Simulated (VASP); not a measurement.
Set up this calculation in VASP 6.6.1, as the native input.

* Task: single point
* Functional: r2SCAN
* Potentials or basis: VASP PAW PBE potentials, release 64 (Cu, O)
* Cutoff: 520 eV
* k mesh: 9 × 9 × 5
* Occupations: fermi-dirac, width 0.05 eV
* Spin: no spin polarisation
* Hubbard terms: Cu d U = 5.3 eV
* Dipole correction: no
* Further INCAR settings: ALGO = Normal; EDIFF = 1e-07; NBANDS = 25

The system is CuO.

```
Cu O
1.0
     3.28802    0.00000    0.00000
    -1.64401    2.84751    0.00000
     0.00000    0.00000    5.38502
Cu O
2 2
Direct
  0.66667 0.33333 0.00000
  0.33333 0.66667 0.50000
  0.66667 0.33333 0.62520
  0.33333 0.66667 0.12520
```

These files were run (other wordings do the same):

POSCAR

```
CuO
1.0
    3.2880244300      0.0000000000      0.0000000000
   -1.6440122100      2.8475126800      0.0000000000
    0.0000000000      0.0000000000      5.3850248600
Cu O
2 2
Direct
    0.6666666667      0.3333333333      0.0000000000
    0.3333333333      0.6666666667      0.5000000000
    0.6666666667      0.3333333333      0.6252000000
    0.3333333333      0.6666666667      0.1252000000
```

INCAR.step1

```
ALGO = Normal
EDIFF = 1E-4
ENCUT = 520
GGA = PE
ISMEAR = -1
LASPH = True
LCHARG = False
LDAU = True
LDAUJ = 0 0
LDAUL = 2 -1
LDAUTYPE = 2
LDAUU = 5.3 0
LMAXMIX = 4
LREAL = False
LWAVE = True
NBANDS = 25
NELM = 150
PREC = Accurate
SIGMA = 0.05
```

INCAR.step2

```
ALGO = Normal
EDIFF = 1E-7
ENCUT = 520
ISIF = 2
ISMEAR = -1
ISTART = 1
LASPH = True
LCHARG = True
LDAU = True
LDAUJ = 0 0
LDAUL = 2 -1
LDAUPRINT = 1
LDAUTYPE = 2
LDAUU = 5.3 0
LELF = True
LMAXMIX = 4
LMIXTAU = True
LREAL = False
LVHAR = True
LWAVE = False
METAGGA = R2SCAN
NBANDS = 25
NELM = 150
PREC = Accurate
SIGMA = 0.05
```

KPOINTS

```
k-points
0
Gamma
  9 9 5
```

Potentials or basis: VASP PAW PBE potentials, release 64 (Cu, O).

Command:

```sh
$ cat potpaw_PBE.64/Cu/POTCAR potpaw_PBE.64/O/POTCAR > POTCAR
$ cp INCAR.step1 INCAR
$ mpirun -np 1 vasp_std > vasp.out
$ cp INCAR.step2 INCAR
$ mpirun -np 1 vasp_std > vasp.out
```

It gave:

The pressure is -15.4 GPa and the largest force is 0.012 eV/Å. The band gap on the k mesh is zero (band 17 reaches 2.85 eV, above the bottom of band 18 at 1.35 eV).

Caveat: the PAW data sets were made with another functional, which shifts forces and pressure a little; U without spin polarisation on a metal has little footing.

It took 66 s on 1 thread of Intel(R) Xeon(R) 6975P-C (Granite Rapids) (shared host), peak memory 0.19 GiB.
